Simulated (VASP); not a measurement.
# BP (F-43m) in VASP: further runs, part 2 of 2

VASP 6.6.1.

## 3. Single point, RPBE+D4

This run uses another cell than the first one, of 11.10 Å³/atom.

File INCAR:

```
  PREC = Accurate
  ENCUT = 520
  EDIFF = 1E-7
  ISMEAR = -1
  SIGMA = 0.05
  LREAL = False
  LASPH = True
  NELM = 80
  ALGO = Normal
  ISIF = 2
  LWAVE = False
  LCHARG = False
  GGA = RP
  IVDW = 13
  NBANDS = 11
```

File KPOINTS:

```
regular mesh
0
Gamma
  10 10 10
```

File POSCAR:

```
BP
1.0
    0.0000000000      2.2308570541      2.2308570541
    2.2308570541      0.0000000000      2.2308570541
    2.2308570541      2.2308570541      0.0000000000
P B
1 1
Direct
    0.7500000000      0.7500000000      0.7500000000
    0.0000000000      0.0000000000      0.0000000000
```

Potentials or basis: VASP PAW PBE potentials, release 64 (P, B).

Command:

```sh
$ cat potpaw_PBE.64/P/POTCAR potpaw_PBE.64/B/POTCAR > POTCAR
$ mpirun -np 1 vasp_std > vasp.out
```

OUTCAR:

```text
PREC = Accurate
   ENCUT = 520
   EDIFF = 1E-7
   ISMEAR = -1
   LREAL = False
   LASPH = True
   NELM = 80
   ISIF = 2
   GGA = RP
   IVDW = 13

 ion  position               nearest neighbor table
   1  0.750  0.750  0.750-   2 1.93   2 1.93   2 1.93   2 1.93
   2  0.000  0.000  0.000-   1 1.93   1 1.93   1 1.93   1 1.93

  LATTYP: Found a face centered cubic cell.
 ALAT       =     4.4617141082

  Lattice vectors:

 A1 = (   0.0000000000,   2.2308570541,   2.2308570541)
 A2 = (   2.2308570541,   0.0000000000,   2.2308570541)
 A3 = (   2.2308570541,   2.2308570541,   0.0000000000)

Analysis of symmetry for initial positions (statically):
=====================================================================
 Subroutine PRICEL returns:
 Original cell was already a primitive cell.

 Routine SETGRP: Setting up the symmetry group for a
 face centered cubic supercell.

 Subroutine GETGRP returns: Found 24 space group operations
 (whereof 24 operations were pure point group operations)
 out of a pool of 48 trial point group operations.

The static configuration has the point symmetry T_d .

Analysis of symmetry for dynamics (positions and initial velocities):
=====================================================================
 Subroutine PRICEL returns:
 Original cell was already a primitive cell.

 Routine SETGRP: Setting up the symmetry group for a
 face centered cubic supercell.

 Subroutine GETGRP returns: Found 24 space group operations
 (whereof 24 operations were pure point group operations)
 out of a pool of 48 trial point group operations.

The dynamic configuration has the point symmetry T_d .

 Subroutine INISYM returns: Found 24 space group operations
 (whereof 24 operations are pure point group operations),
 and found     1 'primitive' translations

----------------------------------------------------------------------------------------

                                     Primitive cell

  volume of cell :      22.2047

  direct lattice vectors                    reciprocal lattice vectors
[... 115 lines left out ...]
   IVDW    =    13    specifies the selected vdW correction
   LEPSILON=     F    determine dielectric tensor
   LRPA    =     F    only Hartree local field effects (RPA)
 non-spin polarized calculation
  energy-cutoff  :      520.00
  volume of cell :       22.20
 maximum number of plane-waves:       610
   NGX = 11   NGY = 11   NGZ = 11

 number of electron       8.0000001 magnetization

 Free energy of the ion-electron system (eV)
  ---------------------------------------------------
  ext. energy  EPLUGINS =         0.00000000
  ---------------------------------------------------
  free energy    TOTEN  =       -12.21063897 eV

  energy without entropy =      -12.21063887  energy(sigma->0) =      -12.21063892

 E-fermi :   8.6989     XC(G=0): -11.0618

 val. band max:        8.1332929856   @ k =   0.0000   0.0000   0.0000
 cond. band min:       9.3068403957   @ k =   0.4000   0.4000   0.0000
 fundamental gap:      1.1735474101
 Fermi energy:         8.6988628211

 k-point     1 :       0.0000    0.0000    0.0000
  band No.  band energies     occupation
      1      -7.8073      2.00000
      2       8.1333      1.99998
      3       8.1333      1.99998
      4       8.1333      1.99998
      5      11.6058      0.00000
      6      11.6058      0.00000
      7      11.6058      0.00000
      8      16.3340      0.00000
      9      20.1408      0.00000
     10      20.3190      0.00000
     11      20.3190      0.00000
[... 309 lines left out ...]
 k-point    24 :       0.4000    0.3000    0.0000
  band No.  band energies     occupation
      1      -4.7289      2.00000
      2       1.8408      2.00000
      3       3.8902      2.00000
      4       4.4531      2.00000
      5       9.9112      0.00000
      6      11.7581      0.00000
      7      17.9576      0.00000
      8      18.0117      0.00000
      9      22.8320      0.00000
     10      23.6098      0.00000
     11      26.0426      0.00000

 [... further k-points ...]

------------------------ aborting loop because EDIFF is reached ----------------------------------------

  DFT-D4 for vdW energy calculation

  Edisp (eV):   -1.64411

  FORCE on cell =-STRESS in cart. coord.  units (eV):
  Direction    XX          YY          ZZ          XY          YZ          ZX
  --------------------------------------------------------------------------------------
  -------------------------------------------------------------------------------------
  Total      -0.06913    -0.06913    -0.06913    -0.00000    -0.00000    -0.00000
  in kB      -4.98825    -4.98825    -4.98825    -0.00000    -0.00000    -0.00000
  external pressure =       -4.99 kB  Pullay stress =        0.00 kB

 VOLUME and BASIS-vectors are now :
 -----------------------------------------------------------------------------
  energy-cutoff  :      520.00
  volume of cell :       22.20
      direct lattice vectors                 reciprocal lattice vectors
     0.000000000  2.230857054  2.230857054    -0.224129107  0.224129107  0.224129107
     2.230857054  0.000000000  2.230857054     0.224129107 -0.224129107  0.224129107
     2.230857054  2.230857054  0.000000000     0.224129107  0.224129107 -0.224129107

 POSITION                                       TOTAL-FORCE (eV/Angst)
 -----------------------------------------------------------------------------------
      3.34629      3.34629      3.34629        -0.000000     -0.000000     -0.000000
      0.00000      0.00000      0.00000         0.000000      0.000000      0.000000
 -----------------------------------------------------------------------------------
    total drift:                               -0.000000     -0.000000     -0.000000

  FREE ENERGIE OF THE ION-ELECTRON SYSTEM (eV)
  ---------------------------------------------------
  free  energy   TOTEN  =       -13.8547504056 eV

  energy  without entropy=      -13.8547503081  energy(sigma->0) =      -13.85475036
```

OSZICAR:

```text
N       E                     dE             d eps       ncg     rms          rms(c)
DAV:   1     0.982110725034E+01    0.98211E+01   -0.39816E+03  1034   0.661E+02
DAV:   2    -0.123402764501E+02   -0.22161E+02   -0.21005E+02  1384   0.110E+02
DAV:   3    -0.129695102082E+02   -0.62923E+00   -0.62705E+00  1306   0.157E+01
DAV:   4    -0.129719627190E+02   -0.24525E-02   -0.24522E-02  1185   0.116E+00
DAV:   5    -0.129719741537E+02   -0.11435E-04   -0.11434E-04  1310   0.800E-02    0.858E+00
DAV:   6    -0.123128657344E+02    0.65911E+00   -0.14029E+00  1175   0.526E+00    0.471E+00
DAV:   7    -0.122148616618E+02    0.98004E-01   -0.29277E-01  1283   0.267E+00    0.148E+00
DAV:   8    -0.122096951624E+02    0.51665E-02   -0.26628E-02  1196   0.100E+00    0.180E-01
DAV:   9    -0.122103092440E+02   -0.61408E-03   -0.83784E-04  1199   0.195E-01    0.936E-02
DAV:  10    -0.122106181152E+02   -0.30887E-03   -0.38026E-04  1173   0.127E-01    0.259E-02
DAV:  11    -0.122106369000E+02   -0.18785E-04   -0.24252E-05  1307   0.343E-02    0.287E-02
DAV:  12    -0.122106390785E+02   -0.21785E-05   -0.44069E-06  1145   0.133E-02    0.124E-02
DAV:  13    -0.122106389120E+02    0.16650E-06   -0.79163E-08  1033   0.192E-03    0.590E-03
DAV:  14    -0.122106389679E+02   -0.55865E-07   -0.58062E-08   825   0.149E-03
   1 F= -.13854750E+02 E0= -.13854750E+02  d E =-.975001E-07
```

stdout:

```text
POSCAR found type information on POSCAR P B
 POSCAR found :  2 types and       2 ions
 scaLAPACK will be used
 -----------------------------------------------------------------------------
|                                                                             |
|                                                                             |
|     You enforced a specific xc type in the INCAR file but a different       |
|     I HOPE YOU KNOW WHAT YOU ARE DOING!                                     |
|                                                                             |
 -----------------------------------------------------------------------------

 LDA part: xc-table for (Slater+PW92), standard interpolation
 POSCAR, INCAR and KPOINTS ok, starting setup
 FFT: planning ... GRIDC
 FFT: planning ... GRID_SOFT
 FFT: planning ... GRID
 WAVECAR not read
 entering main loop
```

Run time: 9 s. Hardware: 1 thread of AMD EPYC 7R13 (Zen 3), shared host; peak memory 0.11 GiB.

Results:

```
Free energy                : -13.8548 eV
Pressure                   : -0.5 GPa
Band gap on the k mesh     : 1.17 eV (least direct gap 3.47 eV)
Dispersion energy per atom : -0.822 eV
```

Levels at points of the mesh, in eV from the valence-band top:
```
           k point  band 1  band 2  band 3  band 4  band 5  band 6  band 7  band 8  band 9
(0.00, 0.00, 0.00)  -15.94    0.00    0.00    0.00    3.47    3.47    3.47    8.20   12.01
(0.50, 0.00, 0.00)  -12.42   -9.41   -1.82   -1.82    4.09    4.73    4.73   10.39   14.92
(0.50, 0.50, 0.00)  -10.80   -8.89   -4.30   -4.30    1.22    1.65   12.64   12.64   16.00
```

Caveat: the PAW data sets were made with another functional, which shifts forces and pressure a little. A k mesh can miss the band edges.
